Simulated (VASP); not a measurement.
# PtSe2 (P-3m1) in VASP: a series of runs

Runs on PtSe2. Level: PBE. Tasks: single point.

All numbers are computed with VASP 6.6.1; they aren't measurements. Logs are shortened: lines on timing, memory, paths and dates and some standing lists are left out, and cuts for length are marked.

## Step 1: The cell of the first run

It takes space group P-3m1 (No. 164, trigonal). The conventional cell has a = 3.729 Å, b = 3.729 Å, c = 5.277 Å, α = 90.00°, β = 90.00°, γ = 120.00°. Pt (site symmetry -3m) has 6 Se at 2.51 Å within 3.3 Å. Within 3.5 Å of Se (site symmetry 3m) lie 3 Pt at 2.51 Å and 6 Se at 3.37 to 3.44 Å.

## Step 2: Single point, PBE

INCAR

```
SYSTEM = PtSe2
PREC     = Accurate       ! precision mode
ENCUT    = 520            ! plane-wave cutoff, eV
EDIFF    = 1E-6           ! SCF threshold, eV
ISMEAR   = -1             ! smearing method
SIGMA    = 0.02           ! smearing width, eV
LREAL    = .False.        ! projectors in reciprocal space
LASPH    = .True.         ! aspherical terms in the spheres
NELM     = 80             ! most SCF steps
ALGO     = Normal         ! electronic algorithm
ISIF     = 2              ! what is computed and relaxed
LWAVE    = .False.        ! write WAVECAR
LCHARG   = .False.        ! write CHGCAR
GGA      = PE             ! functional
NBANDS   = 18             ! bands
```

KPOINTS

```
Automatic mesh
0
Gamma
  12 12 6
  0 0 0
```

POSCAR

```
PtSe2
1.0
    3.7286503610      0.0000000000      0.0000000000
   -1.8643251805      3.2291059344      0.0000000000
    0.0000000000      0.0000000000      5.2771566319
Pt Se
1 2
Direct
    0.0000000000      0.0000000000      0.0000000000
    0.3333333333      0.6666666667      0.2462188973
    0.6666666667      0.3333333333      0.7537811027
```

Potentials or basis: VASP PAW PBE potentials, release 64 (Pt, Se).

On the command line:

```
$ cat potpaw_PBE.64/Pt/POTCAR potpaw_PBE.64/Se/POTCAR > POTCAR
$ mpirun -np 1 vasp_std > vasp.out
```

OUTCAR:

```text
SYSTEM = PtSe2
   PREC = Accurate
   ENCUT = 520
   EDIFF = 1E-6
   ISMEAR = -1
   LREAL = .False.
   LASPH = .True.
   NELM = 80
   ISIF = 2
   GGA = PE

 ion  position               nearest neighbor table
   1  0.000  0.000  0.000-   2 2.51   3 2.51   2 2.51   3 2.51   3 2.51   2 2.51
   2  0.333  0.667  0.246-   1 2.51   1 2.51   1 2.51
   3  0.667  0.333  0.754-   1 2.51   1 2.51   1 2.51

  LATTYP: Found a hexagonal cell.
 ALAT       =     3.7286503610
 C/A-ratio  =     1.4152994035

  Lattice vectors:

 A1 = (   3.7286503610,   0.0000000000,   0.0000000000)
 A2 = (  -1.8643251805,   3.2291059344,   0.0000000000)
 A3 = (   0.0000000000,   0.0000000000,   5.2771566319)

Analysis of symmetry for initial positions (statically):
=====================================================================
 Subroutine PRICEL returns:
 Original cell was already a primitive cell.

 Routine SETGRP: Setting up the symmetry group for a
 hexagonal supercell.

 Subroutine GETGRP returns: Found 12 space group operations
 (whereof 12 operations were pure point group operations)
 out of a pool of 24 trial point group operations.

The static configuration has the point symmetry D_3d.

Analysis of symmetry for dynamics (positions and initial velocities):
=====================================================================
 Subroutine PRICEL returns:
 Original cell was already a primitive cell.

 Routine SETGRP: Setting up the symmetry group for a
 hexagonal supercell.

 Subroutine GETGRP returns: Found 12 space group operations
 (whereof 12 operations were pure point group operations)
 out of a pool of 24 trial point group operations.

The dynamic configuration has the point symmetry D_3d.

 Subroutine INISYM returns: Found 12 space group operations
 (whereof 12 operations are pure point group operations),
 and found     1 'primitive' translations

----------------------------------------------------------------------------------------

                                     Primitive cell

  volume of cell :      63.5381

  direct lattice vectors                    reciprocal lattice vectors
     3.728650361  0.000000000  0.000000000     0.268193556  0.154841622  0.000000000
    -1.864325181  3.229105934  0.000000000     0.000000000  0.309683244  0.000000000
     0.000000000  0.000000000  5.277156632     0.000000000  0.000000000  0.189495986

  length of vectors
     3.728650361  3.728650361  5.277156632     0.309683244  0.309683244  0.189495986

  position of ions in fractional coordinates (direct lattice)
     0.000000000  0.000000000  0.000000000
     0.333333333  0.666666667  0.246218897
     0.666666667  0.333333333  0.753781103

  ion indices of the primitive-cell ions
   primitive index   ion index
                 1           1
                 2           2
                 3           3

----------------------------------------------------------------------------------------

 KPOINTS: Automatic mesh

Automatic generation of k-mesh.
 Grid dimensions read from file:
 generate k-points for:   12   12    6

 Generating k-lattice:

  Cartesian coordinates                     Fractional coordinates (reciprocal lattice)
     0.022349463  0.012903468  0.000000000     0.083333333 -0.000000000  0.000000000
     0.000000000  0.025806937  0.000000000     0.000000000  0.083333333  0.000000000
     0.000000000  0.000000000  0.031582664     0.000000000  0.000000000  0.166666667

  Length of vectors
     0.025806937  0.025806937  0.031582664

  Shift w.r.t. Gamma in fractional coordinates (k-lattice)
     0.000000000  0.000000000  0.000000000

 Subroutine IBZKPT returns following result:
 ===========================================

 Found    100 irreducible k-points:

 Following reciprocal coordinates:
            Coordinates               Weight
  0.000000  0.000000  0.000000      1.000000
  0.083333 -0.000000  0.000000      6.000000
  0.166667  0.000000  0.000000      6.000000
  0.250000  0.000000  0.000000      6.000000
  0.333333  0.000000  0.000000      6.000000
  0.416667 -0.000000  0.000000      6.000000
[... 16 lines left out ...]
  0.166667  0.000000  0.166667      6.000000
  0.000000  0.166667  0.166667      6.000000
 [... further k-points ...]
   k-points           NKPTS =    100   k-points in BZ     NKDIM =    100   number of bands    NBANDS=     18
   number of dos      NEDOS =    301   number of ions     NIONS =      3
   total plane-waves  NPLWV =  31360
   dimension x,y,z NGX =    28 NGY =   28 NGZ =   40
   dimension x,y,z NGXF=    56 NGYF=   56 NGZF=   80
   ions per type =               1   2
   NGX,Y,Z   is equivalent  to a cutoff of  12.48, 12.48, 12.60 a.u.
   NGXF,Y,Z  is equivalent  to a cutoff of  24.97, 24.97, 25.20 a.u.
 SYSTEM =  PtSe2
   PREC   = accura    normal or accurate (medium, high low for compatibility)
   ISTART =      0    job   : 0-new  1-cont  2-samecut
   ICHARG =      2    charge: 1-file 2-atom 10-const
   ISPIN  =      1    spin polarized calculation?
   LNONCOLLINEAR =      F non collinear calculations
   LSORBIT =      F    spin-orbit coupling
   LASPH  =      T    aspherical Exc in radial PAW
   ENCUT  =  520.0 eV  38.22 Ry    6.18 a.u.   6.93  6.93  9.81*2*pi/ulx,y,z
   NELM   =     80;   NELMIN=  2; NELMDL= -5     # of ELM steps
   EDIFF  = 0.1E-05   stopping-criterion for ELM
   LREAL  =      F    real-space projection
   EDIFFG = 0.1E-04   stopping-criterion for IOM
   NSW    =      0    number of steps for IOM
   IBRION =     -1    ionic relax: 0-MD 1-quasi-New 2-CG
   NFREE  =      0    steps in history (QN), initial steepest desc. (CG)
   ISIF   =      2    stress and relaxation
   ISYM   =      2    0-nonsym 1-usesym 2-fastsym
   POTIM  = 0.5000    time-step for ionic-motion
   TEBEG  =    0.0;   TEEND  =   0.0 temperature during run
   PSTRESS=    0.0 pullay stress
   NELECT =      22.0000    total number of electrons
   NUPDOWN=      -1.0000    fix difference up-down
   EMIN   =  10.00;   EMAX   =-10.00  energy-range for DOS
   EFERMI =   0.00;   METHOD = LEGACY
   ISMEAR =    -1;   SIGMA  =   0.02  broadening in eV -4-tet -1-fermi 0-gaus
   EFERMI_NEDOS =   21; number of points for ismear=-14 and -15
   IALGO  =     38    algorithm
   IMIX   =      4    mixing-type and parameters
     AMIX     =   0.40;   BMIX     =  1.00
     AMIX_MAG =   1.60;   BMIX_MAG =  1.00
  volume/ion in A,a.u.               =      21.18       142.93
  Fermi-wavevector in a.u.,A,eV,Ry     =   1.149576  2.172384 17.980444  1.321525
  Thomas-Fermi vector in A             =   2.286245
   LORBIT       =      0    0 simple, 1 ext, 2 COOP (PROOUT), +10 PAW based schemes
   GGA     = PE    functional components
   LHFCALC =     F    Hartree Fock is set to
   AEXX    =    0.0000 exact exchange contribution
   IVDW    =     0    specifies the selected vdW correction
   LEPSILON=     F    determine dielectric tensor
   LRPA    =     F    only Hartree local field effects (RPA)
 non-spin polarized calculation
  energy-cutoff  :      520.00
  volume of cell :       63.54
 maximum number of plane-waves:      1728
   NGX = 13   NGY = 13   NGZ = 19

 number of electron      21.9999999 magnetization

 Free energy of the ion-electron system (eV)
  ---------------------------------------------------
  ext. energy  EPLUGINS =         0.00000000
  ---------------------------------------------------
  free energy    TOTEN  =       -14.24639205 eV

  energy without entropy =      -14.24556588  energy(sigma->0) =      -14.24597897

 E-fermi :   6.0268     XC(G=0): -10.3851

 val. band max:        5.9666035194   @ k =   0.0000   0.1667   0.1667
 cond. band min:       6.0310488112   @ k =   0.3333   0.3333   0.0000
 fundamental gap:      0.0644452918
 Fermi energy:         6.0267828732

 k-point     1 :       0.0000    0.0000    0.0000
  band No.  band energies     occupation
      1      -9.4168      2.00000
      2      -6.9440      2.00000
      3      -0.9590      2.00000
      4      -0.2381      2.00000
      5      -0.2381      2.00000
      6       2.0855      2.00000
[... 10 lines left out ...]
     17      13.3647      0.00000
     18      17.6555      0.00000

 k-point     2 :       0.0833   -0.0000    0.0000
  band No.  band energies     occupation
      1      -9.3410      2.00000
      2      -6.9682      2.00000
      3      -0.8681      2.00000
      4      -0.1989      2.00000
      5      -0.1904      2.00000
      6       1.9840      2.00000
[... 10 lines left out ...]
     17      13.6245      0.00000
     18      16.5186      0.00000

 k-point     3 :       0.1667    0.0000    0.0000
  band No.  band energies     occupation
      1      -9.1217      2.00000
      2      -7.0366      2.00000
      3      -0.6115      2.00000
      4      -0.0733      2.00000
      5      -0.0604      2.00000
      6       1.5975      2.00000
[... 10 lines left out ...]
     17      14.2319      0.00000
     18      15.0553      0.00000

 k-point     4 :       0.2500    0.0000    0.0000
  band No.  band energies     occupation
      1      -8.7851      2.00000
      2      -7.1386      2.00000
      3      -0.2906      2.00000
      4       0.1087      2.00000
      5       0.1816      2.00000
      6       0.8941      2.00000
[... 10 lines left out ...]
     17      14.2698      0.00000
     18      14.4168      0.00000

 k-point     5 :       0.3333    0.0000    0.0000
  band No.  band energies     occupation
      1      -8.3802      2.00000
      2      -7.2662      2.00000
      3      -0.3976      2.00000
      4       0.2471      2.00000
      5       0.4532      2.00000
      6       0.7310      2.00000
[... 10 lines left out ...]
     17      13.9724      0.00000
     18      14.9596      0.00000

 k-point     6 :       0.4167   -0.0000    0.0000
  band No.  band energies     occupation
      1      -7.9793      2.00000
      2      -7.4268      2.00000
      3      -0.9302      2.00000
      4       0.3119      2.00000
      5       0.6693      2.00000
      6       1.3587      2.00000
[... 10 lines left out ...]
     17      13.5937      0.00000
     18      16.2375      0.00000

 k-point     7 :       0.5000    0.0000    0.0000
  band No.  band energies     occupation
      1      -7.6666      2.00000
      2      -7.6412      2.00000
      3      -1.1590      2.00000
      4       0.3261      2.00000
      5       0.8160      2.00000
      6       1.7242      2.00000
[... 10 lines left out ...]
     17      13.4574      0.00000
     18      17.0871      0.00000

 k-point     8 :       0.0833    0.0833    0.0000
  band No.  band energies     occupation
      1      -9.1934      2.00000
      2      -7.0144      2.00000
      3      -0.6926      2.00000
      4      -0.1208      2.00000
      5      -0.0999      2.00000
      6       1.8361      2.00000
[... 10 lines left out ...]
     17      14.1477      0.00000
     18      15.3912      0.00000
[... 229 lines left out ...]
     17      14.8388      0.00000
     18      16.2166      0.00000

 k-point    20 :       0.0000    0.0000    0.1667
  band No.  band energies     occupation
      1      -9.3321      2.00000
      2      -7.1380      2.00000
      3      -0.6453      2.00000
      4      -0.2289      2.00000
      5      -0.2289      2.00000
      6       2.0803      2.00000
[... 10 lines left out ...]
     17      13.2799      0.00000
     18      16.8637      0.00000

 k-point    21 :       0.0833   -0.0000    0.1667
  band No.  band energies     occupation
      1      -9.2567      2.00000
      2      -7.1529      2.00000
      3      -0.6187      2.00000
      4      -0.1697      2.00000
      5      -0.1605      2.00000
      6       1.9879      2.00000
[... 10 lines left out ...]
     17      13.3002      0.00000
     18      15.5887      0.00000

 k-point    22 :       0.0000    0.0833    0.1667
  band No.  band energies     occupation
      1      -9.2577      2.00000
      2      -7.1500      2.00000
      3      -0.6392      2.00000
      4      -0.1944      2.00000
      5      -0.1236      2.00000
      6       1.9608      2.00000
[... 10 lines left out ...]
     17      13.8001      0.00000
     18      15.5636      0.00000

 k-point    23 :       0.1667    0.0000    0.1667
  band No.  band energies     occupation
      1      -9.0370      2.00000
      2      -7.2014      2.00000
      3      -0.4863      2.00000
      4      -0.0296      2.00000
      5       0.0222      2.00000
      6       1.6419      2.00000
[... 10 lines left out ...]
     17      13.7575      0.00000
     18      14.6142      0.00000

 k-point    24 :       0.0000    0.1667    0.1667
  band No.  band energies     occupation
      1      -9.0452      2.00000
      2      -7.1798      2.00000
      3      -0.6176      2.00000
      4      -0.0813      2.00000
      5       0.1505      2.00000
      6       1.5090      2.00000
[... 10 lines left out ...]
     17      14.3911      0.00000
     18      14.6930      0.00000

 [... further k-points ...]
[... 5 lines left out ...]
  --------------------------------------------------------------------------------------
  -------------------------------------------------------------------------------------
  Total        1.7172268      1.7172268      1.0284892      0.0000000      0.0000000      0.0000000
  in kB       43.3016369     43.3016369     25.9344109      0.0000000      0.0000000      0.0000000
  external PRESSURE =      37.5125616 kB  Pullay stress =       0.0000000 kB

 VOLUME and BASIS-vectors are now :
 -----------------------------------------------------------------------------
  energy-cutoff  :      520.00
  volume of cell :       63.54
      direct lattice vectors                 reciprocal lattice vectors
     3.728650361  0.000000000  0.000000000     0.268193556  0.154841622  0.000000000
    -1.864325181  3.229105934  0.000000000     0.000000000  0.309683244  0.000000000
     0.000000000  0.000000000  5.277156632     0.000000000  0.000000000  0.189495986

 POSITION                                       TOTAL-FORCE (eV/Angst)
 -----------------------------------------------------------------------------------
      0.00000      0.00000      0.00000        -0.000000      0.000000      0.000000
     -0.00000      2.15274      1.29934         0.000000      0.000000      0.172592
      1.86433      1.07637      3.97782         0.000000     -0.000000     -0.172592
 -----------------------------------------------------------------------------------
    total drift:                               -0.000000      0.000000      0.000000

  FREE ENERGIE OF THE ION-ELECTRON SYSTEM (eV)
  ---------------------------------------------------
  free  energy   TOTEN  =       -14.2463920546 eV

  energy  without entropy=      -14.2455658842  energy(sigma->0) =      -14.24597897
```

It took 1.9 min on 1 thread of Intel Xeon 8259CL, shared host; peak memory 0.26 GiB.

What came out:

- Free energy: -14.2464 eV
- Pressure: 3.8 GPa
- Largest force: 0.173 eV/Å
- Band gap on the k mesh: zero (bands 11 and 12 overlap by 0.16 eV)

Forces in eV/Å, atoms in the order of the input:
```
Pt   0.000  0.000  0.000
Se   0.000  0.000  0.173
Se   0.000  0.000 -0.173
```

Caveat: the cell stands under pressure; spin-orbit coupling is left out, which moves the levels of the heavy elements.

## Step 3: Single point, PBE (strain +0.5%)

INCAR

```
PREC = Accurate
ENCUT = 520
EDIFF = 1E-7
ISMEAR = -1
SIGMA = 0.02
LREAL = False
LASPH = True
NELM = 100
ALGO = Normal
ISIF = 2
LWAVE = False
LCHARG = False
GGA = PE
NBANDS = 18
```

KPOINTS

```
Automatic mesh
0
Gamma
  12 12 6
```

POSCAR

```
PtSe2
1.0
    3.7472936128      0.0000000000      0.0000000000
   -1.8736468064      3.2452514641      0.0000000000
    0.0000000000      0.0000000000      5.3035424151
Pt Se
1 2
Direct
    0.0000000000      0.0000000000      0.0000000000
    0.3333333333      0.6666666667      0.2434730995
    0.6666666667      0.3333333333      0.7565269005
```

Potentials or basis: VASP PAW PBE potentials, release 64 (Pt, Se).

On the command line:

```
$ cat potpaw_PBE.64/Pt/POTCAR potpaw_PBE.64/Se/POTCAR > POTCAR
$ mpirun -np 1 vasp_std > vasp.out
```

Run time: 2.1 min. Hardware: 1 thread of Intel Xeon 8259CL, shared host; peak memory 0.26 GiB.

Results (log left out):

| Item | Value |
| --- | --- |
| Free energy | -14.2612 eV |
| Pressure | 2.7 GPa |
| Largest force | 0.159 eV/Å |
| Band gap on the k mesh | zero (bands 11 and 12 overlap by 0.11 eV) |

Forces in eV/Å, atoms in the order of the input:
```
Pt   0.000  0.000  0.000
Se   0.000  0.000  0.159
Se   0.000  0.000 -0.159
```

Stress tensor (GPa, compression positive):
```
3.03 0.00 0.00
0.00 3.03 0.00
0.00 0.00 2.18
```

Levels at points of the mesh, in eV from the Fermi level:
| k point | band 9 | band 10 | band 11 | band 12 | band 13 | band 14 |
| --- | --- | --- | --- | --- | --- | --- |
| (0.00, 0.00, 0.00) | -1.05 | -1.05 | 0.12 | 1.51 | 1.51 | 3.85 |
| (0.50, 0.00, 0.00) | -3.33 | -3.28 | -2.95 | 0.70 | 2.10 | 4.52 |
| (0.00, 0.00, 0.50) | -1.82 | -1.36 | -1.36 | 2.11 | 2.11 | 4.72 |
| (0.50, 0.00, 0.50) | -3.14 | -2.78 | -1.53 | 1.08 | 1.41 | 4.18 |

Caveat: the cell differs from its parent crystal (strain +0.5%); spin-orbit coupling is left out, which moves the levels of the heavy elements.

(Part 1 of 2 ends here.)
